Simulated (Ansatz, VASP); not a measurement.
Au: VASP beside Ansatz

POSCAR

```
Au
1.0
    2.9162060726      0.0000000000      0.0000000000
   -1.4581030363      2.5255085416      0.0000000000
    0.0000000000      0.0000000000     24.5242891504
Au
5
Direct
    0.6666666667      0.3333333333      0.3058192616
    0.3333333333      0.6666666667      0.4029096308
    0.0000000000      0.0000000000      0.5000000000
    0.6666666667      0.3333333333      0.5970903692
    0.3333333333      0.6666666667      0.6941807384
```

The input INCAR.step1:

```
PREC     = Accurate       # precision mode
ENCUT    = 520            # plane-wave cutoff, eV
ISMEAR   = 0              # smearing method
SIGMA    = 0.1            # smearing width, eV
LREAL    = F              # projectors in reciprocal space
LASPH    = T              # aspherical terms in the spheres
NELM     = 100            # most SCF steps
LDIPOL   = T            
IDIPOL   = 3            
DIPOL    = 0.5 0.5 0.500
NBANDS   = 36             # bands
GGA      = PE             # functional
ALGO     = Normal         # electronic algorithm
EDIFF    = 1E-4           # SCF threshold, eV
LWAVE    = T              # write WAVECAR
LCHARG   = F              # write CHGCAR
```

File INCAR.step2:

```
PREC     = Accurate       # precision mode
ENCUT    = 520            # plane-wave cutoff, eV
EDIFF    = 1E-7           # SCF threshold, eV
ISMEAR   = 0              # smearing method
SIGMA    = 0.1            # smearing width, eV
LREAL    = F              # projectors in reciprocal space
LASPH    = T              # aspherical terms in the spheres
NELM     = 100            # most SCF steps
ALGO     = Normal         # electronic algorithm
ISIF     = 2              # what is computed and relaxed
LWAVE    = F              # write WAVECAR
LCHARG   = F              # write CHGCAR
LDIPOL   = T            
IDIPOL   = 3            
DIPOL    = 0.5 0.5 0.500
METAGGA  = R2SCAN         # meta-GGA
LMIXTAU  = T            
NBANDS   = 36             # bands
ISTART   = 1
```

Contents of KPOINTS:

```
Automatic mesh
0
Gamma
  12 12 1
```

Input for Ansatz:

```yaml
crystal:
  lattice:
    - [2.9162060726, 0.0, 0.0]
    - [-1.4581030363, 2.5255085416, 0.0]
    - [0.0, 0.0, 24.5242891504]
  atoms:
    - { symbol: Au, position: [0.6666666667, 0.3333333333, 0.3058192616] }
    - { symbol: Au, position: [0.3333333333, 0.6666666667, 0.4029096308] }
    - { symbol: Au, position: [0.0, 0.0, 0.5] }
    - { symbol: Au, position: [0.6666666667, 0.3333333333, 0.5970903692] }
    - { symbol: Au, position: [0.3333333333, 0.6666666667, 0.6941807384] }
basis:
  ecutwfc: 500
kpoints:
  mp_grid: { grid: [12, 12, 1] }
hamiltonian:
  xc: r2scan
scf:
  occupations: { method: gaussian, width: 0.1 }
output:
  forces: true
  stress: true
  eigenvalues: true
  write_density: true
  write_potential: true
  elf: true
  volumetric_format: npy
efield:
  axis: 3
  dipole_correction: true
  ramp_width: 0.04
```

Alike in both runs: task single point; functional r2SCAN; k mesh 12 × 12 × 1; occupations gaussian, width 0.1 eV; no spin polarisation.

```csv
,VASP,Ansatz
version,VASP 6.6.1,Ansatz 0.2.0
potentials or method,"VASP PAW PBE potentials, release 64 (Au), cutoff 520 eV","scalar-relativistic, plane waves, PAW"
valence electrons in the cell,55,95
```

VASP gave:

```
gap on the k mesh at the Fermi level (eV) : none
rms of the force components (eV/Å)        : 0.085
```

Estimate Ansatz's values.

gap on the k mesh at the Fermi level (eV): none; rms of the force components (eV/Å): 0.082.

VASP's potentials were made for PBE, not for r2SCAN. Atom by atom the forces differ by 0.005 eV/Å (rms over components). A gap of «none» marks a metal or a gap that the smearing closes. The functional is the same, so the differences come from potentials, cutoffs and numerics. VASP's potentials hold 55 valence electrons a cell and Ansatz's 95, so a difference there can come from the potentials and not from the codes. Ansatz's warnings: xc potential rough in thin density.

Neither program's run includes spin-orbit coupling.
